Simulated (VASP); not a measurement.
Input of a VASP 6.6.1 run:

The input POSCAR:

```
ZnAu
1.0
    3.1485066216      0.0000000000      0.0000000000
    0.0000000000      3.1485066216      0.0000000000
    0.0000000000      0.0000000000      3.2429618202
Zn Au
1 1
Direct
    0.5000000000      0.5000000000      0.5000000000
    0.0000000000      0.0000000000      0.0000000000
```

Contents of INCAR.step1:

```
ALGO     = Normal         # electronic algorithm
EDIFF    = 1E-4           # SCF threshold, eV
ENCUT    = 520            # plane-wave cutoff, eV
GGA      = PE             # functional
ISMEAR   = 0              # smearing method
LASPH    = True           # aspherical terms in the spheres
LCHARG   = False          # write CHGCAR
LREAL    = False          # projectors in reciprocal space
LWAVE    = True           # write WAVECAR
NBANDS   = 18             # bands
NELM     = 80             # most SCF steps
PREC     = Accurate       # precision mode
SIGMA    = 0.1            # smearing width, eV
```

INCAR.step2

```
ALGO     = Normal         # electronic algorithm
EDIFF    = 1E-6           # SCF threshold, eV
ENCUT    = 520            # plane-wave cutoff, eV
ISIF     = 2              # what is computed and relaxed
ISMEAR   = 0              # smearing method
ISTART   = 1            
LASPH    = True           # aspherical terms in the spheres
LCHARG   = False          # write CHGCAR
LMIXTAU  = True         
LREAL    = False          # projectors in reciprocal space
LWAVE    = False          # write WAVECAR
METAGGA  = R2SCAN         # meta-GGA
NBANDS   = 18             # bands
NELM     = 80             # most SCF steps
PREC     = Accurate       # precision mode
SIGMA    = 0.1            # smearing width, eV
```

The input KPOINTS:

```
k-points
0
Gamma
  16 16 16
```

Potentials or basis: VASP PAW PBE potentials, release 64 (Zn, Au).

Run with:

```console
$ cat potpaw_PBE.64/Zn/POTCAR potpaw_PBE.64/Au/POTCAR > POTCAR
$ cp INCAR.step1 INCAR
$ mpirun -np 1 vasp_std > vasp.out
$ cp INCAR.step2 INCAR
$ mpirun -np 1 vasp_std > vasp.out
```

Task: Predict the pressure.

Result: -3.4 GPa.

Task: What does it give for the band gap on the k mesh?

Result: Zero (an odd number of electrons rules out a gap without spin polarisation).

Stress tensor (GPa, compression positive):
```
-3.36  0.00  0.00
 0.00 -3.36  0.00
 0.00  0.00 -3.49
```

Caveat: the cell differs from its parent crystal (strain along c alone, the other axes held: +3.0 %); the cell stands under tension; the PAW data sets were made with another functional, which shifts forces and pressure a little; spin-orbit coupling is left out, which moves the levels of the heavy elements.
